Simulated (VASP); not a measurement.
# H6C2O in VASP: further runs, part 2 of 2

VASP 6.6.1. Earlier steps stand in the parts before.

## 4. Single point, r2SCAN+D3(BJ)

The input, POSCAR:

```
H6C2O
1.0
    6.7708090000      0.0000000000      0.0000000000
    0.0000000000      6.7708090000      0.0000000000
    0.0000000000      0.0000000000      6.7708090000
C O H
8 4 24
Direct
    0.6334841228      0.0003101550      0.7606181182
    0.6901243264      0.1154957997      0.5695626623
    0.1269419947      0.3816382946      0.7316260140
    0.1630824322      0.4641542835      0.5340720732
    0.6725341093      0.4395191180      0.0870058511
    0.5704192808      0.6264834823      0.1259967605
    0.1901692988      1.0197747418      0.1543685548
    0.0337921214      0.8737065246      0.0872716983
    0.5612475555      0.0638623834      0.4108962459
    0.3399298370      0.3986968175      0.4497394624
    0.5967381446      0.6744541162      0.3304774954
    0.0706414846      0.8428387213     -0.1129702522
    0.4608902718      0.1674836788      0.3996420516
    0.6799482898      0.2699677395      0.5941387506
    0.8462947338      0.0947892637      0.5146504650
    0.7385823467      0.0374844424      0.8816376300
    0.4896165288      0.0570685128      0.8083672128
    0.6284921049     -0.1620781209      0.7480051498
    0.4232138287      0.5104855269      0.4112654780
    0.0351508956      0.4212938218      0.4321640147
    0.1586073392      0.6255825559      0.5394776311
   -0.0262597867      0.3952555743      0.7781049502
    0.1653864405      0.2247589616      0.7266930732
    0.2208007935      0.4547019418      0.8426319514
    0.5751306823      0.8145407735      0.3533551161
    0.6308551903      0.7449183694      0.0409109163
    0.4128753300      0.6149929794      0.0876704689
    0.6515174184      0.3934684910     -0.0677319357
    0.8300042137      0.4512754680      0.1259524527
    0.6063234098      0.3246583975      0.1799784930
   -0.0324924245      0.7518303943     -0.1589470328
    0.0381490602      0.7357318749      0.1705852284
   -0.1067671529      0.9337141249      0.1222896703
    0.1819132692      1.0428591325      0.3122817377
    0.3371236731      0.9705634881      0.1265136854
    0.1632448944      1.1594035513      0.0844507650
```

The input, INCAR.step1:

```
PREC     = Accurate       # precision mode
ENCUT    = 520            # plane-wave cutoff, eV
ISMEAR   = -1             # smearing method
SIGMA    = 0.05           # smearing width, eV
LREAL    = Auto         
LASPH    = True           # aspherical terms in the spheres
NELM     = 60             # most SCF steps
NBANDS   = 64             # bands
GGA      = PE             # functional
ALGO     = Normal         # electronic algorithm
EDIFF    = 1E-4           # SCF threshold, eV
LWAVE    = True           # write WAVECAR
LCHARG   = False          # write CHGCAR
```

The input, INCAR.step2:

```
PREC     = Accurate       # precision mode
ENCUT    = 520            # plane-wave cutoff, eV
EDIFF    = 1E-6           # SCF threshold, eV
ISMEAR   = -1             # smearing method
SIGMA    = 0.05           # smearing width, eV
LREAL    = Auto         
LASPH    = True           # aspherical terms in the spheres
NELM     = 60             # most SCF steps
ALGO     = Normal         # electronic algorithm
ISIF     = 2              # what is computed and relaxed
LWAVE    = False          # write WAVECAR
LCHARG   = False          # write CHGCAR
METAGGA  = R2SCAN         # meta-GGA
LMIXTAU  = True         
IVDW     = 12             # dispersion correction
NBANDS   = 64             # bands
VDW_S6   = 1.0          
VDW_S8   = 0.78981345   
VDW_A1   = 0.49484001   
VDW_A2   = 5.73083694   
ISTART   = 1
```

The input, KPOINTS:

```
Automatic mesh
0
Gamma
  1 1 1
```

Potentials or basis: VASP PAW PBE potentials, release 64 (C, O, H).

The run is started by

```sh
$ cat potpaw_PBE.64/C/POTCAR potpaw_PBE.64/O/POTCAR potpaw_PBE.64/H/POTCAR > POTCAR
$ cp INCAR.step1 INCAR
$ mpirun -np 1 vasp_gam > vasp.out
$ cp INCAR.step2 INCAR
$ mpirun -np 1 vasp_gam > vasp.out
```

OUTCAR:

```text
PREC = Accurate
   ENCUT = 520
   EDIFF = 1E-6
   ISMEAR = -1
   LREAL = Auto
   LASPH = True
   NELM = 60
   ISIF = 2
   METAGGA = R2SCAN
   IVDW = 12
   ISTART = 1
 IVDW          = 12

 ion  position               nearest neighbor table
   1  0.633  0.000  0.761-  17 1.10  18 1.10  16 1.11   2 1.56
   2  0.690  0.115  0.570-  14 1.06  15 1.13   9 1.43   1 1.56
   3  0.127  0.382  0.732-  22 1.09  23 1.09  24 1.10   4 1.47
   4  0.163  0.464  0.534-  21 1.09  20 1.14  10 1.40   3 1.47
   5  0.673  0.440  0.087-  30 1.10  29 1.10  28 1.10   6 1.47
   6  0.570  0.626  0.126-  26 1.07  27 1.10  11 1.43   5 1.47
   7  0.190  0.020  0.154-  35 1.07  36 1.07  34 1.08   8 1.52
   8  0.034  0.874  0.087-  33 1.06  32 1.09  12 1.39   7 1.52
   9  0.561  0.064  0.411-  13 0.98   2 1.43
  10  0.340  0.399  0.450-  19 0.98   4 1.40
  11  0.597  0.674  0.330-  25 0.97   6 1.43
  12  0.071  0.843  0.887-  31 0.98   8 1.39
  13  0.461  0.167  0.400-   9 0.98
  14  0.680  0.270  0.594-   2 1.06
  15  0.846  0.095  0.515-   2 1.13
  16  0.739  0.037  0.882-   1 1.11
[... 253 lines left out ...]
 Fermi energy:        -1.4749870505

 k-point     1 :       0.0000    0.0000    0.0000
  band No.  band energies     occupation
      1     -23.4740      2.00000
      2     -23.3741      2.00000
      3     -22.9667      2.00000
      4     -22.9118      2.00000
      5     -16.1429      2.00000
      6     -15.9362      2.00000
[... 44 lines left out ...]
     51       6.8809      0.00000
     52       6.9818      0.00000
 [bands above 52 left out]

------------------------ aborting loop because EDIFF is reached ----------------------------------------

 Edisp (eV)   -0.80724

 E8    (eV) :    -0.1266

  FORCE on cell =-STRESS in cart. coord.  units (eV):
  Direction    XX          YY          ZZ          XY          YZ          ZX
  --------------------------------------------------------------------------------------
  -------------------------------------------------------------------------------------
  Total      -0.19836     3.53875     3.35236    -3.02985    -0.50076    -1.02009
  in kB      -1.02389    18.26582    17.30372   -15.63905    -2.58476    -5.26535
  external pressure =       11.52 kB  Pullay stress =        0.00 kB

 VOLUME and BASIS-vectors are now :
 -----------------------------------------------------------------------------
  energy-cutoff  :      520.00
  volume of cell :      310.40
      direct lattice vectors                 reciprocal lattice vectors
     6.770809000  0.000000000  0.000000000     0.147692838  0.000000000  0.000000000
     0.000000000  6.770809000  0.000000000     0.000000000  0.147692838  0.000000000
     0.000000000  0.000000000  6.770809000     0.000000000  0.000000000  0.147692838

 POSITION                                       TOTAL-FORCE (eV/Angst)
 -----------------------------------------------------------------------------------
      4.28920      0.00210      5.15000         0.798732      0.983282     -0.016491
      4.67270      0.78200      3.85640         0.830274     -1.652447      0.056417
      0.85950      2.58400      4.95370         0.617387     -0.686319      1.077981
      1.10420      3.14270      3.61610        -1.969370      0.671444     -1.708165
      4.55360      2.97590      0.58910         0.309758     -1.218421     -0.144019
      3.86220      4.24180      0.85310        -0.507087      0.776116      0.362233
[... 28 lines left out ...]
      2.28260      6.57150      0.85660         0.712808     -0.312541     -0.446289
      1.10530      1.07929      0.57180         0.073988      0.598828     -0.342990
 -----------------------------------------------------------------------------------
    total drift:                               -0.001066      0.004221     -0.023037

  FREE ENERGIE OF THE ION-ELECTRON SYSTEM (eV)
  ---------------------------------------------------
  free  energy   TOTEN  =      -200.1127462729 eV

  energy  without entropy=     -200.1127462729  energy(sigma->0) =     -200.11274627
```

OUTCAR.step1:

```text
PREC = Accurate
   ENCUT = 520
   ISMEAR = -1
   LREAL = Auto
   LASPH = True
[... 357 lines left out ...]
      4.55360      2.97590      0.58910         0.300783     -1.136279     -0.174879
      3.86220      4.24180      0.85310        -0.475497      0.685932      0.416462
[... 28 lines left out ...]
      2.28260      6.57150      0.85660         0.857870     -0.352200     -0.466522
      1.10530      1.07929      0.57180         0.042726      0.745435     -0.406748
 -----------------------------------------------------------------------------------
    total drift:                               -0.000813      0.012412     -0.017695

  FREE ENERGIE OF THE ION-ELECTRON SYSTEM (eV)
  ---------------------------------------------------
  free  energy   TOTEN  =      -187.7139602915 eV

  energy  without entropy=     -187.7139602914  energy(sigma->0) =     -187.71396029
```

OSZICAR.step1:

```text
N       E                     dE             d eps       ncg     rms          rms(c)
DAV:   1     0.527730226660E+03    0.52773E+03   -0.41995E+04   128   0.116E+03
DAV:   2    -0.150219559999E+03   -0.67795E+03   -0.63979E+03   176   0.268E+02
DAV:   3    -0.205002140535E+03   -0.54783E+02   -0.54319E+02   168   0.816E+01
DAV:   4    -0.206014434070E+03   -0.10123E+01   -0.10110E+01   160   0.124E+01
DAV:   5    -0.206036305548E+03   -0.21871E-01   -0.21863E-01   160   0.173E+00    0.238E+01
DAV:   6    -0.190097119238E+03    0.15939E+02   -0.28104E+01   152   0.180E+01    0.115E+01
DAV:   7    -0.188012732865E+03    0.20844E+01   -0.46428E+00   160   0.774E+00    0.593E+00
DAV:   8    -0.187713387862E+03    0.29935E+00   -0.95676E-01   168   0.427E+00    0.108E+00
DAV:   9    -0.187703832073E+03    0.95558E-02   -0.12524E-01   152   0.165E+00    0.483E-01
DAV:  10    -0.187712576002E+03   -0.87439E-02   -0.28764E-02   144   0.650E-01    0.228E-01
DAV:  11    -0.187712775894E+03   -0.19989E-03   -0.24339E-03   168   0.261E-01    0.133E-01
DAV:  12    -0.187713924228E+03   -0.11483E-02   -0.24837E-03   144   0.193E-01    0.434E-02
DAV:  13    -0.187713960292E+03   -0.36063E-04   -0.19172E-04   120   0.711E-02
   1 F= -.18771396E+03 E0= -.18771396E+03  d E =-.115722E-09
```

Wall time 2.2 min (1 thread of AMD EPYC 7R13 (Zen 3), shared host); peak memory 0.33 GiB.

Results:

```
Free energy                : -200.1127 eV
Pressure                   : 1.2 GPa
Largest force              : 2.692 eV/Å
Band gap on the k mesh     : 5.99 eV
Dispersion energy per atom : -0.022 eV
```

Forces in eV/Å, atoms in the order of the input:
```
C    0.799  0.983 -0.016
C    0.830 -1.652  0.056
C    0.617 -0.686  1.078
C   -1.969  0.671 -1.708
C    0.310 -1.218 -0.144
C   -0.507  0.776  0.362
C   -0.894 -0.354  0.732
C    1.641  0.207  1.091
O    0.007 -0.027 -0.131
O    0.651 -0.403 -0.138
O   -0.179 -0.715  0.201
O   -1.096 -1.001 -1.249
H   -0.056 -0.100  0.256
H   -0.274  1.207  0.381
H   -0.847 -0.356  0.577
H   -0.356 -0.148 -0.617
H   -0.029 -0.335 -0.059
H   -0.019  0.460 -0.411
H    0.252  0.242  0.176
H    0.859  0.208  0.593
H    0.149  0.197 -0.075
H   -0.114  0.039 -0.020
H   -0.156 -0.047  0.227
H   -0.122 -0.210 -0.096
H   -0.240  0.588  0.039
H    0.227  0.589 -0.513
H   -0.022  0.045  0.120
H    0.192  0.096  0.226
H   -0.186 -0.125 -0.247
H    0.260 -0.100 -0.182
H    0.659  0.493 -0.090
H    0.326 -0.334  0.147
H   -1.308  0.655 -0.154
H   -0.192  0.070  0.376
H    0.713 -0.313 -0.446
H    0.074  0.599 -0.343
```

Levels at points of the mesh, in eV from the valence-band top:
| k point | band 37 | band 38 | band 39 | band 40 | band 41 | band 42 | band 43 | band 44 |
| --- | --- | --- | --- | --- | --- | --- | --- | --- |
| (0.00, 0.00, 0.00) | -0.33 | -0.19 | -0.06 | 0.00 | 5.99 | 7.28 | 7.75 | 7.84 |

Caveat: the k points lie up to 0.93 Å⁻¹ apart, too coarse for converged energies, forces and pressures; the PAW data sets were made with another functional, which shifts forces and pressure a little.

## 5. Single point, r2SCAN+D3(BJ)

The input, POSCAR:

```
H6C2O
1.0
    6.7708090000      0.0000000000      0.0000000000
    0.0000000000      6.7708090000      0.0000000000
    0.0000000000      0.0000000000      6.7708090000
C O H
8 4 24
Direct
    0.6387862957      0.0003544628      0.7610611967
    0.6867126218      0.1096767019      0.5673915776
    0.1295709272      0.3860247719      0.7365441855
    0.1629199701      0.4706084605      0.5336289947
    0.6729624185      0.4345123308      0.0877738539
    0.5653238778      0.6295111854      0.1240915229
    0.1849114338      1.0213107474      0.1500411546
    0.0338068907      0.8718308255      0.0909935578
    0.5556204584      0.0633749970      0.4090500854
    0.3436369273      0.3989183567      0.4480557641
    0.5961769118      0.6764036617      0.3273168686
    0.0707005618      0.8381568584     -0.1135462542
    0.4554108674      0.1662282897      0.4006315937
    0.6612799150      0.2799074675      0.5999430792
    0.8361186972      0.0829590674      0.5185052480
    0.7473700705      0.0354610505      0.8711514385
    0.4937666976      0.0453121628      0.8166380118
    0.6282114885     -0.1602614990      0.7342401772
    0.4254587598      0.5131439980      0.4144408741
    0.0429786160      0.4314698583      0.4437283639
    0.1642639750      0.6337499699      0.5363465429
   -0.0314290360      0.4019755985      0.7580482628
    0.1655193641      0.2256746572      0.7466020678
    0.2159416991      0.4589850341      0.8491599748
    0.5568463089      0.8192817136      0.3390141414
    0.6284773356      0.7482414583      0.0255951689
    0.4082968520      0.6179172976      0.0890735509
    0.6456244741      0.3943251095     -0.0649405411
    0.8245395787      0.4528557813      0.1315057034
    0.6126003554      0.3140097439      0.1696843021
   -0.0313699589      0.7499251567     -0.1533494742
    0.0504371043      0.7360420298      0.1803477251
   -0.1233087508      0.9407590733      0.1159684168
    0.1782947946      1.0403335850      0.3156639037
    0.3424110767      0.9757770453      0.1206207412
    0.1727710825      1.1662712683      0.0727830308
```

The input, INCAR.step1:

```
PREC = Accurate
ENCUT = 520
ISMEAR = -1
SIGMA = 0.05
LREAL = Auto
LASPH = True
NELM = 100
NBANDS = 64
GGA = PE
ALGO = Normal
EDIFF = 1E-4
LWAVE = True
LCHARG = False
```

The input, INCAR.step2:

```
PREC = Accurate
ENCUT = 520
EDIFF = 1E-6
ISMEAR = -1
SIGMA = 0.05
LREAL = Auto
LASPH = True
NELM = 100
ALGO = Normal
ISIF = 2
LWAVE = False
LCHARG = False
METAGGA = R2SCAN
LMIXTAU = True
IVDW = 12
VDW_S6 = 1.0
VDW_S8 = 0.78981345
VDW_A1 = 0.49484001
VDW_A2 = 5.73083694
NBANDS = 64
ISTART = 1
```

KPOINTS is that of step 4.

The run is started by

```sh
$ cat potpaw_PBE.64/C/POTCAR potpaw_PBE.64/O/POTCAR potpaw_PBE.64/H/POTCAR > POTCAR
$ cp INCAR.step1 INCAR
$ mpirun -np 1 vasp_gam > vasp.out
$ cp INCAR.step2 INCAR
$ mpirun -np 1 vasp_gam > vasp.out
```

It took 2.1 min on 1 thread of AMD EPYC 7R13 (Zen 3), shared host; peak memory 0.33 GiB.

The run converged. Its results:

```yaml
Free_energy: -199.8756 eV
Pressure: -0.8 GPa
Largest_force: 2.855 eV/Å
Band_gap_on_the_k_mesh: 5.98 eV
Dispersion_energy_per_atom: -0.022 eV
```

Forces on the atoms (eV/Å):
```
C   -0.670 -0.128 -1.307
C   -1.274  2.247  1.215
C   -0.505 -0.771 -0.226
C    1.444  0.374  0.659
C   -1.029  0.932 -0.508
C    1.092 -0.307 -0.563
C    1.427  0.793  1.431
C   -0.805  1.267  0.001
O    0.230 -0.581 -0.010
O   -0.390  0.159  0.034
O   -0.722  1.320 -0.130
O   -0.237 -0.204  0.274
H   -0.173  0.210  0.273
H    0.752 -1.938 -0.444
H    0.433 -0.017 -0.083
H    0.417 -0.026  0.282
H    0.047  0.043 -0.076
H    0.280  0.296  0.052
H    0.412  0.083  0.004
H   -1.194 -0.610 -1.221
H    0.155 -0.204  0.154
H    0.409 -0.064  0.642
H   -0.253  0.624 -0.401
H   -0.017  0.312  0.280
H    0.370 -0.603  0.578
H   -0.396 -0.752  0.755
H   -0.209 -0.039  0.016
H    0.598 -0.065 -0.476
H    0.669 -0.103 -0.330
H   -0.381 -0.440  0.687
H   -0.377 -0.498 -0.633
H   -0.242  0.153 -0.243
H    1.640 -0.956 -0.164
H   -0.053  0.245 -1.093
H   -1.083 -0.140  0.039
H   -0.367 -0.611  0.529
```

Stress tensor (GPa, compression positive):
```
-0.68  1.88  0.78
 1.88 -2.69  1.46
 0.78  1.46  0.99
```

Levels at points of the mesh, in eV from the valence-band top:
```
           k point  band 38  band 39  band 40  band 41  band 42  band 43
(0.00, 0.00, 0.00)    -0.27    -0.20     0.00     5.98     7.16     7.52
```

Caveat: the k points lie up to 0.93 Å⁻¹ apart, too coarse for converged energies, forces and pressures; the PAW data sets were made with another functional, which shifts forces and pressure a little.

## 6. The runs side by side

```csv
cell,gap on the mesh (eV),pressure (GPa),largest force (eV/Å)
"as given, atomic positions A",5.98,0.3,0.32
"as given, atomic positions B",5.98,1.2,2.81
"as given, atomic positions C",5.99,1.2,2.69
"as given, atomic positions D",5.98,-0.8,2.85
```

Alike in all rows: task single point; level r2SCAN+D3(BJ); potentials or basis VASP PAW PBE potentials, release 64 (C, O, H); no spin polarisation; k mesh 1 × 1 × 1; cutoff (eV) 520; smearing fermi-dirac 0.05 eV.

Caveats: all runs use coarse meshes; the PAW data sets were made with another functional, which shifts forces and pressure a little.

Total energies depend on the potentials used, so only differences within one code and one set of settings carry meaning.
